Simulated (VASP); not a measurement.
# CrSb3 (Pm-3m) in VASP: notebook

The runs below take CrSb3 through single point, with PBE.

Program: VASP 6.6.1. These are calculated values, not measurements. Logs are shortened: lines on timing, memory, paths and dates and some standing lists are left out, and cuts for length are marked.

## Step 1: The cell of the first run

The structure is cubic, space group Pm-3m (No. 221). Conventional cell: a = 4.533 Å, b = 4.533 Å, c = 4.533 Å, α = 90.00°, β = 90.00°, γ = 90.00°. Cr (site symmetry m-3m) has 12 Sb at 3.21 Å within 4.2 Å. Sb (site symmetry 4/mmm) has 4 Cr at 3.21 Å and 8 Sb at 3.21 Å within 4.2 Å.

## Step 2: Single point, PBE, collinear spin, ferromagnetic start

Input file INCAR:

```
SYSTEM = CrSb3
ALGO = Normal
EDIFF = 1E-7
ENCUT = 520
GGA = PE
ISIF = 2
ISMEAR = 0
ISPIN = 2
LASPH = .True.
LCHARG = .True.
LELF = .True.
LMAXMIX = 4
LORBIT = 11
LREAL = .False.
LVHAR = .True.
LWAVE = .False.
MAGMOM = 3 0 0 0
NBANDS = 26
NELM = 150
PREC = Accurate
SIGMA = 0.1
```

Input file KPOINTS:

```
k-points
0
Gamma
  4 4 4
  0 0 0
```

Input file POSCAR:

```
CrSb3
1.0
    4.5332892466      0.0000000000      0.0000000000
    0.0000000000      4.5332892466      0.0000000000
    0.0000000000      0.0000000000      4.5332892466
Cr Sb
1 3
Direct
    0.0000000000      0.0000000000      0.0000000000
    0.0000000000      0.5000000000      0.5000000000
    0.5000000000      0.0000000000      0.5000000000
    0.5000000000      0.5000000000      0.0000000000
```

Potentials or basis: VASP PAW PBE potentials, release 64 (Cr_pv, Sb).

On the command line:

```bash
> cat potpaw_PBE.64/Cr_pv/POTCAR potpaw_PBE.64/Sb/POTCAR > POTCAR
> mpirun -np 1 vasp_std > vasp.out
```

OUTCAR:

```text
SYSTEM = CrSb3
   EDIFF = 1E-7
   ENCUT = 520
   GGA = PE
   ISIF = 2
   ISMEAR = 0
   ISPIN = 2
   LASPH = .True.
   LORBIT = 11
   LREAL = .False.
   NELM = 150
   PREC = Accurate

 ion  position               nearest neighbor table
   1  0.000  0.000  0.000-   2 3.21   3 3.21   4 3.21   2 3.21   3 3.21   2 3.21   4 3.21   2 3.21
                             3 3.21   4 3.21   3 3.21   4 3.21
   2  0.000  0.500  0.500-   1 3.21   3 3.21   4 3.21   1 3.21   4 3.21   1 3.21   3 3.21   1 3.21
                             3 3.21   4 3.21   4 3.21   3 3.21
   3  0.500  0.000  0.500-   1 3.21   2 3.21   4 3.21   1 3.21   4 3.21   2 3.21   4 3.21   4 3.21
                             1 3.21   2 3.21   1 3.21   2 3.21
   4  0.500  0.500  0.000-   1 3.21   2 3.21   3 3.21   2 3.21   3 3.21   1 3.21   3 3.21   3 3.21
                             1 3.21   2 3.21   2 3.21   1 3.21

  LATTYP: Found a simple cubic cell.
 ALAT       =     4.5332892466

  Lattice vectors:

 A1 = (   4.5332892466,   0.0000000000,   0.0000000000)
 A2 = (   0.0000000000,   4.5332892466,   0.0000000000)
 A3 = (   0.0000000000,   0.0000000000,   4.5332892466)

Analysis of symmetry for initial positions (statically):
=====================================================================
 Subroutine PRICEL returns:
 Original cell was already a primitive cell.

 Routine SETGRP: Setting up the symmetry group for a
 simple cubic supercell.

 Subroutine GETGRP returns: Found 48 space group operations
 (whereof 48 operations were pure point group operations)
 out of a pool of 48 trial point group operations.

The static configuration has the point symmetry O_h .

Analysis of symmetry for dynamics (positions and initial velocities):
=====================================================================
 Subroutine PRICEL returns:
 Original cell was already a primitive cell.

 Routine SETGRP: Setting up the symmetry group for a
 simple cubic supercell.

 Subroutine GETGRP returns: Found 48 space group operations
 (whereof 48 operations were pure point group operations)
 out of a pool of 48 trial point group operations.

The dynamic configuration has the point symmetry O_h .

Analysis of structural, dynamic, and magnetic symmetry:
=====================================================================
 Subroutine PRICEL returns:
 Original cell was already a primitive cell.

 Routine SETGRP: Setting up the symmetry group for a
 simple cubic supercell.

 Subroutine GETGRP returns: Found 48 space group operations
 (whereof 48 operations were pure point group operations)
 out of a pool of 48 trial point group operations.

The overall configuration has the point symmetry O_h .

 Subroutine INISYM returns: Found 48 space group operations
 (whereof 48 operations are pure point group operations),
 and found     1 'primitive' translations

----------------------------------------------------------------------------------------

                                     Primitive cell

  volume of cell :      93.1623

  direct lattice vectors                    reciprocal lattice vectors
     4.533289247  0.000000000  0.000000000     0.220590381  0.000000000  0.000000000
     0.000000000  4.533289247  0.000000000     0.000000000  0.220590381  0.000000000
     0.000000000  0.000000000  4.533289247     0.000000000  0.000000000  0.220590381

  length of vectors
     4.533289247  4.533289247  4.533289247     0.220590381  0.220590381  0.220590381

  position of ions in fractional coordinates (direct lattice)
     0.000000000  0.000000000  0.000000000
     0.000000000  0.500000000  0.500000000
     0.500000000  0.000000000  0.500000000
     0.500000000  0.500000000  0.000000000

  ion indices of the primitive-cell ions
   primitive index   ion index
                 1           1
                 2           2
                 3           3
                 4           4

----------------------------------------------------------------------------------------

 KPOINTS: k-points

Automatic generation of k-mesh.
 Grid dimensions read from file:
 generate k-points for:    4    4    4

 Generating k-lattice:

  Cartesian coordinates                     Fractional coordinates (reciprocal lattice)
     0.055147595  0.000000000  0.000000000     0.250000000  0.000000000  0.000000000
     0.000000000  0.055147595  0.000000000     0.000000000  0.250000000  0.000000000
     0.000000000  0.000000000  0.055147595     0.000000000  0.000000000  0.250000000

  Length of vectors
     0.055147595  0.055147595  0.055147595

  Shift w.r.t. Gamma in fractional coordinates (k-lattice)
     0.000000000  0.000000000  0.000000000

 Subroutine IBZKPT returns following result:
 ===========================================

 Found     10 irreducible k-points:

 Following reciprocal coordinates:
            Coordinates               Weight
  0.000000  0.000000  0.000000      1.000000
  0.250000  0.000000  0.000000      6.000000
  0.500000  0.000000  0.000000      3.000000
  0.250000  0.250000  0.000000     12.000000
  0.500000  0.250000  0.000000     12.000000
  0.500000  0.500000  0.000000      3.000000
  0.250000  0.250000  0.250000      8.000000
  0.500000  0.250000  0.250000     12.000000
  0.500000  0.500000  0.250000      6.000000
  0.500000  0.500000  0.500000      1.000000
   k-points           NKPTS =     10   k-points in BZ     NKDIM =     10   number of bands    NBANDS=     26
   number of dos      NEDOS =    301   number of ions     NIONS =      4
   total plane-waves  NPLWV =  46656
   dimension x,y,z NGX =    36 NGY =   36 NGZ =   36
   dimension x,y,z NGXF=    72 NGYF=   72 NGZF=   72
   ions per type =               1   3
   NGX,Y,Z   is equivalent  to a cutoff of  13.20, 13.20, 13.20 a.u.
   NGXF,Y,Z  is equivalent  to a cutoff of  26.40, 26.40, 26.40 a.u.
 SYSTEM =  CrSb3
   PREC   = accura    normal or accurate (medium, high low for compatibility)
   ISTART =      0    job   : 0-new  1-cont  2-samecut
   ICHARG =      2    charge: 1-file 2-atom 10-const
   ISPIN  =      2    spin polarized calculation?
   LNONCOLLINEAR =      F non collinear calculations
   LSORBIT =      F    spin-orbit coupling
   LASPH  =      T    aspherical Exc in radial PAW
   ENCUT  =  520.0 eV  38.22 Ry    6.18 a.u.   8.43  8.43  8.43*2*pi/ulx,y,z
   NELM   =    150;   NELMIN=  2; NELMDL= -5     # of ELM steps
   EDIFF  = 0.1E-06   stopping-criterion for ELM
   LREAL  =      F    real-space projection
   EDIFFG = 0.1E-05   stopping-criterion for IOM
   NSW    =      0    number of steps for IOM
   IBRION =     -1    ionic relax: 0-MD 1-quasi-New 2-CG
   NFREE  =      0    steps in history (QN), initial steepest desc. (CG)
   ISIF   =      2    stress and relaxation
   ISYM   =      2    0-nonsym 1-usesym 2-fastsym
   POTIM  = 0.5000    time-step for ionic-motion
   TEBEG  =    0.0;   TEEND  =   0.0 temperature during run
   PSTRESS=    0.0 pullay stress
   NELECT =      27.0000    total number of electrons
   NUPDOWN=      -1.0000    fix difference up-down
   EMIN   =  10.00;   EMAX   =-10.00  energy-range for DOS
   EFERMI =   0.00;   METHOD = LEGACY
   ISMEAR =     0;   SIGMA  =   0.10  broadening in eV -4-tet -1-fermi 0-gaus
   EFERMI_NEDOS =   21; number of points for ismear=-14 and -15
   IALGO  =     38    algorithm
   IMIX   =      4    mixing-type and parameters
     AMIX     =   0.40;   BMIX     =  1.00
     AMIX_MAG =   1.60;   BMIX_MAG =  1.00
  volume/ion in A,a.u.               =      23.29       157.17
  Fermi-wavevector in a.u.,A,eV,Ry     =   1.083385  2.047300 15.969460  1.173722
  Thomas-Fermi vector in A             =   2.219449
   LORBIT       =     11    0 simple, 1 ext, 2 COOP (PROOUT), +10 PAW based schemes
   GGA     = PE    functional components
   LHFCALC =     F    Hartree Fock is set to
   AEXX    =    0.0000 exact exchange contribution
   IVDW    =     0    specifies the selected vdW correction
   LEPSILON=     F    determine dielectric tensor
   LRPA    =     F    only Hartree local field effects (RPA)
 spin polarized calculation
 Gauss-broadening in eV      SIGMA  =   0.10
  energy-cutoff  :      520.00
  volume of cell :       93.16
 maximum number of plane-waves:      2522
 NGX is ok and might be reduce to    36
   NGX = 17   NGY = 17   NGZ = 17

 number of electron      26.9999992 magnetization       3.6968645

 Free energy of the ion-electron system (eV)
  ---------------------------------------------------
  ext. energy  EPLUGINS =         0.00000000
  ---------------------------------------------------
  free energy    TOTEN  =       -20.22171211 eV

  energy without entropy =      -20.21050447  energy(sigma->0) =      -20.21610829

 E-fermi :   9.2444     XC(G=0): -10.6173

 val. band max:        9.2122161173   @ k =   0.2500   0.2500   0.0000
 cond. band min:       9.3259091550   @ k =   0.2500   0.2500   0.0000
 fundamental gap:      0.1136930377
 Fermi energy:         9.2444418541

 spin component 1

 k-point     1 :       0.0000    0.0000    0.0000
  band No.  band energies     occupation
      1     -35.0705      1.00000
      2     -35.0705      1.00000
      3     -35.0705      1.00000
      4      -4.0462      1.00000
      5       1.7547      1.00000
      6       1.7547      1.00000
[... 17 lines left out ...]
     24      15.2041      0.00000
     25      15.2310      0.00000

 k-point     2 :       0.2500    0.0000    0.0000
  band No.  band energies     occupation
      1     -35.0707      1.00000
      2     -35.0704      1.00000
      3     -35.0704      1.00000
      4      -3.6208      1.00000
      5       0.0403      1.00000
      6       1.9640      1.00000
[... 17 lines left out ...]
     24      15.5369      0.00000
     25      16.7555      0.00000
[... 194 lines left out ...]
     24      16.7027      0.00000
     25      16.7027      0.00000

 k-point    10 :       0.5000    0.5000    0.5000
  band No.  band energies     occupation
      1     -35.0709      1.00000
      2     -35.0709      1.00000
      3     -35.0709      1.00000
      4      -0.3122      1.00000
      5      -0.3122      1.00000
      6      -0.3122      1.00000
[... 17 lines left out ...]
     24      18.4694      0.00000
     25      18.4702      0.00000
 Fermi energy:         9.2444418541

 spin component 2

 k-point     1 :       0.0000    0.0000    0.0000
  band No.  band energies     occupation
      1     -31.3904      1.00000
      2     -31.3904      1.00000
      3     -31.3904      1.00000
      4      -4.1037      1.00000
      5       1.6770      1.00000
      6       1.6770      1.00000
[... 17 lines left out ...]
     24      15.5800      0.00000
     25      15.9278      0.00000

 k-point     2 :       0.2500    0.0000    0.0000
  band No.  band energies     occupation
      1     -31.3908      1.00000
      2     -31.3903      1.00000
      3     -31.3903      1.00000
      4      -3.6858      1.00000
      5      -0.0300      1.00000
      6       1.8613      1.00000
[... 17 lines left out ...]
     24      17.3814      0.00000
     25      17.3814      0.00000
[... 194 lines left out ...]
     24      17.0548      0.00000
     25      18.0111      0.00000

 k-point    10 :       0.5000    0.5000    0.5000
  band No.  band energies     occupation
      1     -31.3910      1.00000
      2     -31.3910      1.00000
      3     -31.3910      1.00000
      4      -0.4072      1.00000
      5      -0.4072      1.00000
      6      -0.4072      1.00000
[... 17 lines left out ...]
     24      18.4595      0.00000
     25      18.7377      0.00000
 [bands above 25 left out]

------------------------ aborting loop because EDIFF is reached ----------------------------------------

  FORCE on cell =-STRESS in cart. coord.  units (eV):
  Direction    XX          YY          ZZ          XY          YZ          ZX
  --------------------------------------------------------------------------------------
  -------------------------------------------------------------------------------------
  Total        2.4745397      2.4745397      2.4745397      0.0000000      0.0000000     -0.0000000
  in kB       42.5563835     42.5563835     42.5563835      0.0000000      0.0000000     -0.0000000
  external PRESSURE =      42.5563835 kB  Pullay stress =       0.0000000 kB

 VOLUME and BASIS-vectors are now :
 -----------------------------------------------------------------------------
  energy-cutoff  :      520.00
  volume of cell :       93.16
      direct lattice vectors                 reciprocal lattice vectors
     4.533289247  0.000000000  0.000000000     0.220590381  0.000000000  0.000000000
     0.000000000  4.533289247  0.000000000     0.000000000  0.220590381  0.000000000
     0.000000000  0.000000000  4.533289247     0.000000000  0.000000000  0.220590381

 POSITION                                       TOTAL-FORCE (eV/Angst)
 -----------------------------------------------------------------------------------
      0.00000      0.00000      0.00000         0.000000      0.000000      0.000000
      0.00000      2.26664      2.26664         0.000000      0.000000      0.000000
      2.26664      0.00000      2.26664         0.000000      0.000000      0.000000
      2.26664      2.26664      0.00000         0.000000      0.000000      0.000000
 -----------------------------------------------------------------------------------
    total drift:                               -0.000000     -0.000000     -0.000000

  FREE ENERGIE OF THE ION-ELECTRON SYSTEM (eV)
  ---------------------------------------------------
  free  energy   TOTEN  =       -20.2217121139 eV

  energy  without entropy=      -20.2105044723  energy(sigma->0) =      -20.21610829

 total charge

# of ion       s       p       d       tot
------------------------------------------
    1        0.216   6.103   4.156  10.474
    2        1.250   1.094   0.051   2.395
    3        1.250   1.094   0.051   2.395
    4        1.250   1.094   0.051   2.395
--------------------------------------------------
tot          3.965   9.386   4.309  17.660

 magnetization (x)

# of ion       s       p       d       tot
------------------------------------------
    1        0.080   0.038   3.614   3.732
    2        0.003  -0.095   0.002  -0.090
    3        0.003  -0.095   0.002  -0.090
    4        0.003  -0.095   0.002  -0.090
--------------------------------------------------
tot          0.089  -0.246   3.621   3.463
```

Run time: 53 s. Hardware: 1 thread of Intel Xeon Platinum 8259CL at 2.50GHz (Skylake/Cascade Lake), shared host; peak memory 0.25 GiB.

Results:

- Free energy: -20.2217 eV
- Pressure: 4.3 GPa
- Net moment: 3.70 μB per cell
- Site moments: Cr +3.73; Sb -0.09 μB
- Valence electrons inside the program's atomic spheres: Cr 10.47; Sb 2.40

Levels at points of the mesh, in eV from the Fermi level:
Spin up:
```csv
k point,band 11,band 12,band 13,band 14,band 15,band 16,band 17,band 18,band 19,band 20
"(0.00, 0.00, 0.00)",-1.71,-1.71,-1.43,-1.43,-0.91,0.71,0.71,0.71,2.62,2.62
"(0.50, 0.00, 0.00)",-2.05,-2.05,-1.68,-1.28,-1.05,-0.85,-0.85,0.83,3.04,3.04
"(0.50, 0.50, 0.00)",-1.79,-1.57,-1.56,-1.16,-1.15,-1.15,0.60,0.60,2.49,3.07
"(0.50, 0.50, 0.50)",-1.87,-1.46,-1.46,-1.18,-1.18,-1.18,4.30,4.30,4.69,4.69
```
Spin down:
```csv
k point,band 8,band 9,band 10,band 11,band 12,band 13,band 14,band 15,band 16,band 17
"(0.00, 0.00, 0.00)",-4.94,-4.94,-0.04,0.52,0.52,0.52,1.21,1.21,1.21,1.46
"(0.50, 0.00, 0.00)",-3.95,-2.29,-2.01,-2.01,-1.67,-1.04,1.33,1.39,1.39,1.80
"(0.50, 0.50, 0.00)",-2.78,-2.13,-2.13,-1.89,-1.12,-1.12,1.35,1.52,1.97,3.00
"(0.50, 0.50, 0.50)",-5.47,-5.47,-5.47,-0.61,1.88,1.88,2.04,2.04,2.04,4.18
```

Caveat: spin-orbit coupling is left out, which moves the levels of the heavy elements; a cell with one magnetic atom can't hold antiferromagnetic order, which such compounds often take.

## Step 3: Single point, PBE, collinear spin, ferrimagnetic start

This run uses another cell than the first one, of 24.86 Å³/atom, 1.068 times its volume.

Input file INCAR:

```
SYSTEM = CrSb3
PREC     = Accurate       ! precision mode
ENCUT    = 520            ! plane-wave cutoff, eV
EDIFF    = 1E-7           ! SCF threshold, eV
ISMEAR   = 0              ! smearing method
SIGMA    = 0.1            ! smearing width, eV
LREAL    = .False.        ! projectors in reciprocal space
LASPH    = .True.         ! aspherical terms in the spheres
NELM     = 150            ! most SCF steps
ALGO     = Normal         ! electronic algorithm
ISIF     = 2              ! what is computed and relaxed
LWAVE    = .False.        ! write WAVECAR
LCHARG   = .False.        ! write CHGCAR
ISPIN    = 2              ! spin polarisation
MAGMOM   = 4.31 -0.13 -0.13 -0.13 ! initial moments
LORBIT   = 11             ! projections on sites
LMAXMIX  = 4              ! l up to which the mixer works
GGA      = PE             ! functional
NBANDS   = 26             ! bands
```

Input file KPOINTS:

```
Automatic mesh
0
Gamma
  4 4 4
  0 0 0
```

Input file POSCAR:

```
CrSb3
1.0
    4.6331584466      0.0000000000      0.0000000000
    0.0000000000      4.6331584466      0.0000000000
    0.0000000000      0.0000000000      4.6331584466
Cr Sb
1 3
Direct
    0.0000000000      0.0000000000      0.0000000000
    0.0000000000      0.5000000000      0.5000000000
    0.5000000000      0.0000000000      0.5000000000
    0.5000000000      0.5000000000      0.0000000000
```

Potentials or basis: VASP PAW PBE potentials, release 64 (Cr_pv, Sb).

On the command line:

```bash
> cat potpaw_PBE.64/Cr_pv/POTCAR potpaw_PBE.64/Sb/POTCAR > POTCAR
> mpirun -np 1 vasp_std > vasp.out
```

Wall time 58 s (1 thread of Intel Xeon Platinum 8259CL at 2.50GHz (Skylake/Cascade Lake), shared host); peak memory 0.25 GiB.

The run converged. Its results:

```
Free energy                                           : -20.2944 eV
Pressure                                              : -0.3 GPa
Net moment                                            : 3.74 μB per cell
Site moments                                          : Cr +3.80; Sb -0.10 μB
Valence electrons inside the program's atomic spheres : Cr 10.44; Sb 2.36
```

Levels at points of the mesh, in eV from the Fermi level:
Spin up:
| k point | band 12 | band 13 | band 14 | band 15 | band 16 | band 17 | band 18 | band 19 |
| --- | --- | --- | --- | --- | --- | --- | --- | --- |
| (0.00, 0.00, 0.00) | -1.67 | -1.48 | -1.48 | -0.87 | 0.62 | 0.62 | 0.62 | 2.45 |
| (0.50, 0.00, 0.00) | -1.93 | -1.64 | -1.35 | -0.97 | -0.88 | -0.88 | 0.67 | 2.78 |
| (0.50, 0.50, 0.00) | -1.55 | -1.55 | -1.23 | -1.21 | -1.21 | 0.46 | 0.46 | 2.47 |
| (0.50, 0.50, 0.50) | -1.46 | -1.46 | -1.23 | -1.23 | -1.23 | 3.93 | 3.93 | 4.26 |
Spin down:
```csv
k point,band 7,band 8,band 9,band 10,band 11,band 12,band 13,band 14,band 15,band 16
"(0.00, 0.00, 0.00)",-4.66,-4.66,-4.66,0.06,0.43,0.43,0.43,1.32,1.32,1.32
"(0.50, 0.00, 0.00)",-3.71,-3.71,-2.09,-1.90,-1.90,-1.80,-0.99,1.37,1.37,1.44
"(0.50, 0.50, 0.00)",-5.73,-2.78,-1.98,-1.98,-1.78,-1.19,-1.19,1.44,1.57,1.99
"(0.50, 0.50, 0.50)",-6.57,-5.15,-5.15,-5.15,-0.52,1.96,1.96,2.06,2.06,2.06
```

Caveat: spin-orbit coupling is left out, which moves the levels of the heavy elements; a cell with one magnetic atom can't hold antiferromagnetic order, which such compounds often take.
